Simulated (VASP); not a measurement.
# Ge3F2 (P-3m1) in VASP: a series of runs, part 2 of 3

VASP 6.6.1. Earlier steps stand in the parts before.

### Step 3. Relaxation of cell and atoms, PBE

This run uses another cell than the first one, of 22.36 Å³/atom.

File INCAR:

```
SYSTEM = Ge3F2
ALGO     = Normal         ! electronic algorithm
EDIFF    = 1E-6           ! SCF threshold, eV
EDIFFG   = -0.01          ! ionic threshold
ENCUT    = 600            ! plane-wave cutoff, eV
GGA      = PE             ! functional
IBRION   = 2              ! ionic algorithm
ISIF     = 3              ! what is computed and relaxed
ISMEAR   = 0              ! smearing method
LASPH    = .True.         ! aspherical terms in the spheres
LCHARG   = .False.        ! write CHGCAR
LREAL    = .False.        ! projectors in reciprocal space
LWAVE    = .False.        ! write WAVECAR
NELM     = 100            ! most SCF steps
NSW      = 100            ! ionic steps
PREC     = Accurate       ! precision mode
SIGMA    = 0.1            ! smearing width, eV
```

File KPOINTS:

```
k-points
0
Gamma
  12 12 4
  0 0 0
```

File POSCAR:

```
Ge3F2
1.0
    3.3158530185      0.0000000000      0.0000000000
   -1.6579265092      2.8716129492      0.0000000000
    0.0000000000      0.0000000000     11.7394424151
Ge F
3 2
Direct
    0.3333333333      0.6666666667      0.9108456290
    0.6666666667      0.3333333333      0.0891543710
    0.0000000000      0.0000000000      0.5000000000
    0.3333333333      0.6666666667      0.3998007098
    0.6666666667      0.3333333333      0.6001992902
```

Potentials or basis: VASP PAW PBE potentials, release 64 (Ge_d, F).

On the command line:

```
cat potpaw_PBE.64/Ge_d/POTCAR potpaw_PBE.64/F/POTCAR > POTCAR
mpirun -np 1 vasp_std > vasp.out
```

OUTCAR:

```text
SYSTEM = Ge3F2
   EDIFF = 1E-6
   EDIFFG = -0.01
   ENCUT = 600
   GGA = PE
   IBRION = 2
   ISIF = 3
   ISMEAR = 0
   LASPH = .True.
   LREAL = .False.
   NELM = 100
   NSW = 100
   PREC = Accurate

 ion  position               nearest neighbor table
   1  0.333  0.667  0.911-   2 2.84   2 2.84   2 2.84
   2  0.667  0.333  0.089-   1 2.84   1 2.84   1 2.84
   3  0.000  0.000  0.500-   4 2.25   5 2.25   4 2.25   5 2.25   5 2.25   4 2.25
   4  0.333  0.667  0.400-   3 2.25   3 2.25   3 2.25
   5  0.667  0.333  0.600-   3 2.25   3 2.25   3 2.25

  LATTYP: Found a hexagonal cell.
 ALAT       =     3.3158530185
 C/A-ratio  =     3.5403989108

  Lattice vectors:

 A1 = (   3.3158530185,   0.0000000000,   0.0000000000)
 A2 = (  -1.6579265092,   2.8716129492,   0.0000000000)
 A3 = (   0.0000000000,   0.0000000000,  11.7394424151)

Analysis of symmetry for initial positions (statically):
=====================================================================
 Subroutine PRICEL returns:
 Original cell was already a primitive cell.

 Routine SETGRP: Setting up the symmetry group for a
 hexagonal supercell.

 Subroutine GETGRP returns: Found 12 space group operations
 (whereof 12 operations were pure point group operations)
 out of a pool of 24 trial point group operations.

The static configuration has the point symmetry D_3d.

Analysis of symmetry for dynamics (positions and initial velocities):
=====================================================================
 Subroutine PRICEL returns:
 Original cell was already a primitive cell.

 Routine SETGRP: Setting up the symmetry group for a
 hexagonal supercell.

 Subroutine GETGRP returns: Found 12 space group operations
 (whereof 12 operations were pure point group operations)
 out of a pool of 24 trial point group operations.

The dynamic configuration has the point symmetry D_3d.

 Subroutine INISYM returns: Found 12 space group operations
 (whereof 12 operations are pure point group operations),
 and found     1 'primitive' translations

----------------------------------------------------------------------------------------

                                     Primitive cell

  volume of cell :     111.7812

  direct lattice vectors                    reciprocal lattice vectors
     3.315853018  0.000000000  0.000000000     0.301581522  0.174118173  0.000000000
    -1.657926509  2.871612949  0.000000000     0.000000000  0.348236346  0.000000000
     0.000000000  0.000000000 11.739442415     0.000000000  0.000000000  0.085182921

  length of vectors
     3.315853018  3.315853018 11.739442415     0.348236346  0.348236346  0.085182921

  position of ions in fractional coordinates (direct lattice)
     0.333333333  0.666666667  0.910845629
     0.666666667  0.333333333  0.089154371
     0.000000000  0.000000000  0.500000000
     0.333333333  0.666666667  0.399800710
     0.666666667  0.333333333  0.600199290

  ion indices of the primitive-cell ions
   primitive index   ion index
                 1           1
                 2           2
                 3           3
                 4           4
                 5           5

[... 60 lines left out ...]
   NGXF,Y,Z  is equivalent  to a cutoff of  28.08, 28.08, 27.19 a.u.
 SYSTEM =  Ge3F2
   PREC   = accura    normal or accurate (medium, high low for compatibility)
   ISTART =      0    job   : 0-new  1-cont  2-samecut
   ICHARG =      2    charge: 1-file 2-atom 10-const
   ISPIN  =      1    spin polarized calculation?
   LNONCOLLINEAR =      F non collinear calculations
   LSORBIT =      F    spin-orbit coupling
   LASPH  =      T    aspherical Exc in radial PAW
   ENCUT  =  600.0 eV  44.10 Ry    6.64 a.u.   6.62  6.62 23.45*2*pi/ulx,y,z
   NELM   =    100;   NELMIN=  2; NELMDL= -5     # of ELM steps
   EDIFF  = 0.1E-05   stopping-criterion for ELM
   LREAL  =      F    real-space projection
   EDIFFG = -.1E-01   stopping-criterion for IOM
   NSW    =    100    number of steps for IOM
   IBRION =      2    ionic relax: 0-MD 1-quasi-New 2-CG
   NFREE  =      1    steps in history (QN), initial steepest desc. (CG)
   ISIF   =      3    stress and relaxation
   ISYM   =      2    0-nonsym 1-usesym 2-fastsym
   POTIM  = 0.5000    time-step for ionic-motion
   TEBEG  =    0.0;   TEEND  =   0.0 temperature during run
   PSTRESS=    0.0 pullay stress
   NELECT =      56.0000    total number of electrons
   NUPDOWN=      -1.0000    fix difference up-down
   EMIN   =  10.00;   EMAX   =-10.00  energy-range for DOS
   EFERMI =   0.00;   METHOD = LEGACY
   ISMEAR =     0;   SIGMA  =   0.10  broadening in eV -4-tet -1-fermi 0-gaus
   EFERMI_NEDOS =   21; number of points for ismear=-14 and -15
   IALGO  =     38    algorithm
   IMIX   =      4    mixing-type and parameters
     AMIX     =   0.40;   BMIX     =  1.00
     AMIX_MAG =   1.60;   BMIX_MAG =  1.00
  volume/ion in A,a.u.               =      22.36       150.87
  Fermi-wavevector in a.u.,A,eV,Ry     =   1.300213  2.457047 23.001394  1.690555
  Thomas-Fermi vector in A             =   2.431427
   LORBIT       =      0    0 simple, 1 ext, 2 COOP (PROOUT), +10 PAW based schemes
   GGA     = PE    functional components
   LHFCALC =     F    Hartree Fock is set to
   AEXX    =    0.0000 exact exchange contribution
   IVDW    =     0    specifies the selected vdW correction
   LEPSILON=     F    determine dielectric tensor
   LRPA    =     F    only Hartree local field effects (RPA)
 conjugate gradient relaxation of ions
 non-spin polarized calculation
 Gauss-broadening in eV      SIGMA  =   0.10
  energy-cutoff  :      600.00
  volume of cell :      111.78
 maximum number of plane-waves:      3779
 NGX is ok and might be reduce to    28
   NGX = 13   NGY = 13   NGZ = 47

--------------------------------------- Ionic step        1  -------------------------------------------

 number of electron      56.0000019 magnetization

 Free energy of the ion-electron system (eV)
  ---------------------------------------------------
  ext. energy  EPLUGINS =         0.00000000
  ---------------------------------------------------
  free energy    TOTEN  =       -21.38775469 eV

  energy without entropy =      -21.38036164  energy(sigma->0) =      -21.38405816

------------------------ aborting loop because EDIFF is reached ----------------------------------------

  FORCE on cell =-STRESS in cart. coord.  units (eV):
  Direction    XX          YY          ZZ          XY          YZ          ZX
  --------------------------------------------------------------------------------------
  -------------------------------------------------------------------------------------
  Total       -0.1609432     -0.1609432      0.0514280     -0.0000000      0.0000000     -0.0000000
  in kB       -2.3068248     -2.3068248      0.7371262     -0.0000000      0.0000000     -0.0000000
  external PRESSURE =      -1.2921745 kB  Pullay stress =       0.0000000 kB
[... 98 lines left out ...]
  FREE ENERGIE OF THE ION-ELECTRON SYSTEM (eV)
  ---------------------------------------------------
  free  energy   TOTEN  =       -21.3879940524 eV

  energy  without entropy=      -21.3803522643  energy(sigma->0) =      -21.38417316

[... ionic steps 4 to 8 ...]

--------------------------------------- Ionic step        9  -------------------------------------------

 number of electron      56.0000022 magnetization

------------------------ aborting loop because EDIFF is reached ----------------------------------------
[... 73 lines left out ...]
--------------------------------------- Ionic step       11  -------------------------------------------

 number of electron      56.0000023 magnetization

 Free energy of the ion-electron system (eV)
  ---------------------------------------------------
  ext. energy  EPLUGINS =         0.00000000
  ---------------------------------------------------
  free energy    TOTEN  =       -21.38896660 eV

  energy without entropy =      -21.38132000  energy(sigma->0) =      -21.38514330

 E-fermi :   2.3677     XC(G=0):  -8.6595

 val. band max:        2.3636547192   @ k =   0.2500   0.2500   0.0000
 cond. band min:       2.4961560463   @ k =  -0.1667   0.4167   0.2500
 fundamental gap:      0.1325013272
 Fermi energy:         2.3677145679

 k-point     1 :       0.0000    0.0000    0.0000
  band No.  band energies     occupation
      1     -23.7292      2.00000
      2     -23.7256      2.00000
      3     -23.7256      2.00000
      4     -23.6947      2.00000
      5     -23.6947      2.00000
      6     -22.5653      2.00000
[... 853 lines left out ...]
     32       6.5780      0.00000
     33       6.9862      0.00000

 [... further k-points ...]
[... 5 lines left out ...]
  --------------------------------------------------------------------------------------
  -------------------------------------------------------------------------------------
  Total       -0.0174481     -0.0174481     -0.0225060     -0.0000000     -0.0000000      0.0000000
  in kB       -0.2513881     -0.2513881     -0.3242611     -0.0000000     -0.0000000      0.0000000
  external PRESSURE =      -0.2756791 kB  Pullay stress =       0.0000000 kB
[... 20 lines left out ...]
  FREE ENERGIE OF THE ION-ELECTRON SYSTEM (eV)
  ---------------------------------------------------
  free  energy   TOTEN  =       -21.3889666033 eV

  energy  without entropy=      -21.3813199954  energy(sigma->0) =      -21.38514330

 reached required accuracy - stopping structural energy minimisation
```

It took 16 min on 1 thread of AMD EPYC 9R45 (Zen 5), shared host; peak memory 0.4 GiB.

What came out:

- Free energy: -21.3890 eV
- Relaxed volume: 22.24 Å³/atom
- Relaxed cell: a = 3.300 Å, b = 3.300 Å, c = 11.792 Å, α = 90.00°, β = 90.00°, γ = 120.00°
- Space group after relaxing (to 0.1 Å): P-3m1 (No. 164)
- Energy gained by relaxing: 0.2 meV/atom
- Ionic steps: 11
- Pressure after relaxing: 0.0 GPa
- Largest force after relaxing: 0.007 eV/Å
- Band gap on the k mesh: zero (bands 28 and 29 overlap by 2.51 eV)

Forces in eV/Å, atoms in the order of the input:
```
Ge   0.000  0.000  0.007
Ge   0.000  0.000 -0.007
Ge   0.000  0.000  0.000
F    0.000  0.000 -0.003
F    0.000  0.000  0.003
```

Step by step:
| step | energy change (eV) | largest force (eV/Å) | pressure (GPa) | volume (Å³) |
| --- | --- | --- | --- | --- |
| 1 | 0.0000 | 0.0258 | -0.13 | 111.78 |
| 2 | -0.0005 | 0.0382 | -0.13 | 111.49 |
| 3 | -0.0002 | 0.0772 | 0.31 | 110.62 |
| 4 | -0.0007 | 0.0594 | 0.20 | 111.01 |
| 5 | -0.0007 | 0.0527 | 0.18 | 111.16 |
| 6 | -0.0009 | 0.0406 | 0.09 | 111.16 |
| 7 | -0.0012 | 0.0148 | 0.02 | 111.15 |
| 8 | -0.0012 | 0.0160 | 0.03 | 111.15 |
| 9 | -0.0012 | 0.0159 | 0.02 | 111.15 |
| 10 | -0.0012 | 0.0112 | -0.02 | 111.18 |
| 11 | -0.0012 | 0.0072 | -0.03 | 111.20 |

Final structure:
```
Ge F
1.0
     3.29991    0.00000    0.00000
    -1.64996    2.85781    0.00000
     0.00000    0.00000   11.79175
Ge F
3 2
Direct
  0.33333 0.66667 0.91105
  0.66667 0.33333 0.08895
  0.00000 0.00000 0.50000
  0.33333 0.66667 0.39898
  0.66667 0.33333 0.60102
```

Levels at points of the mesh, in eV from the Fermi level:
| k point | band 26 | band 27 | band 28 | band 29 | band 30 | band 31 |
| --- | --- | --- | --- | --- | --- | --- |
| (0.00, 0.00, 0.00) | -3.96 | -1.55 | 0.50 | 3.79 | 4.91 | 4.91 |
| (0.50, 0.00, 0.00) | -2.85 | -2.58 | -1.58 | 1.17 | 2.04 | 2.14 |
| (0.00, 0.00, 0.50) | -3.91 | -1.64 | 0.65 | 3.50 | 4.91 | 4.91 |
| (0.50, 0.00, 0.50) | -2.84 | -2.61 | -1.58 | 1.21 | 2.04 | 2.09 |

### Step 4. Single point, PBE

This run uses another cell than the first one, of 13.27 Å³/atom.

File INCAR:

```
ALGO = Normal
EDIFF = 1E-6
ENCUT = 520
GGA = PE
ISIF = 2
ISMEAR = 0
LASPH = True
LCHARG = False
LREAL = False
LWAVE = False
NBANDS = 36
NELM = 100
PREC = Accurate
SIGMA = 0.1
```

File KPOINTS:

```
k-points
0
Gamma
  6 6 2
```

File POSCAR:

```
Ge3F2
1.0
    3.1421708900      0.0000000000      0.0000000000
   -1.5710854400      2.7211998100      0.0000000000
    0.0000000000      0.0000000000      7.7607541400
Ge F
3 2
Direct
    0.3333333300      0.6666666700      0.8335377000
    0.6666666700      0.3333333300      0.1664623000
    0.0000000000      0.0000000000      0.5000000000
    0.3333333300      0.6666666700      0.3332311500
    0.6666666700      0.3333333300      0.6667688500
```

On the command line:

```
cat potpaw_PBE.64/Ge_d/POTCAR potpaw_PBE.64/F/POTCAR > POTCAR
mpirun -np 1 vasp_std > vasp.out
```

Run time: 20 s. Hardware: 1 thread of AMD EPYC 9R45 (Zen 5), shared host; peak memory 0.15 GiB.

The run converged. Its results:

```yaml
Free_energy: -16.3570 eV
Pressure: 40.5 GPa
Largest_force: 3.842 eV/Å
Band_gap_on_the_k_mesh: zero (bands 28 and 29 overlap by 4.39 eV)
```

Forces in eV/Å, atoms in the order of the input:
```
Ge   0.000  0.000  3.842
Ge   0.000  0.000 -3.842
Ge   0.000  0.000  0.000
F    0.000  0.000  1.168
F    0.000  0.000 -1.168
```

Stress tensor (GPa, compression positive):
```
38.49  0.00  0.00
 0.00 38.49  0.00
 0.00  0.00 44.52
```

Levels at points of the mesh, in eV from the Fermi level:
```csv
k point,band 25,band 26,band 27,band 28,band 29,band 30,band 31,band 32
"(0.00, 0.00, 0.00)",-6.15,-5.54,-0.68,0.20,4.25,4.25,5.53,5.53
"(0.50, 0.00, 0.00)",-6.11,-3.86,-2.39,-1.73,-0.27,2.02,2.95,3.36
"(0.00, 0.00, 0.50)",-7.43,-3.42,-3.31,3.68,4.09,4.12,4.12,6.12
"(0.50, 0.00, 0.50)",-5.22,-3.75,-3.48,-1.26,0.50,1.38,2.53,3.15
```

Caveat: the k points lie up to 0.40 Å⁻¹ apart, too coarse for converged energies and pressures of a metal; forces of over 1 eV/Å act on the atoms, so gaps and moduli don't describe the material at rest.

[end of part 2 of 3]

The gap in the log of VASP goes by the Fermi energy; the results here count the filled bands.